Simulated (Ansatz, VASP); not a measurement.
## Ge: VASP beside Ansatz

```
CELL_PARAMETERS angstrom
4.15059 0.00000 0.00000
-2.07529 3.59451 0.00000
0.00000 0.00000 12.79750
ATOMIC_POSITIONS crystal
Ge 0.00000 0.00000 0.40677
Ge 0.00000 0.00000 0.59323
Ge 0.00000 0.00000 0.90677
Ge 0.00000 0.00000 0.09323
Ge 0.33333 0.66667 0.34420
Ge 0.66667 0.33333 0.65580
Ge 0.66667 0.33333 0.84420
Ge 0.33333 0.66667 0.15580
```

Alike in both runs: task single point; functional PBE; k mesh 15 × 15 × 4; occupations gaussian, width 0.15 eV; no spin polarisation.

```csv
,VASP,Ansatz
version,VASP 6.6.1,Ansatz 0.2.0
potentials or method,"VASP PAW PBE potentials, release 64 (Ge_d), cutoff 520 eV","scalar-relativistic, plane waves, PAW"
valence electrons in the cell,112,112
```

|  | VASP | Ansatz | Ansatz less VASP |
| --- | --- | --- | --- |
| gap on the k mesh at the Fermi level (eV) | none | none | - |
| pressure (GPa) | 0.4 | 0.5 | +0.07 |
| traceless stress, the component that is largest in VASP (GPa) | 6.83 | 6.85 | +0.021 |
| rms of the force components (eV/Å) | 0.371 | 0.373 | +0.0022 |

Atom by atom the forces differ by 0.002 eV/Å (rms over components). A gap of «none» marks a metal or a gap that the smearing closes.
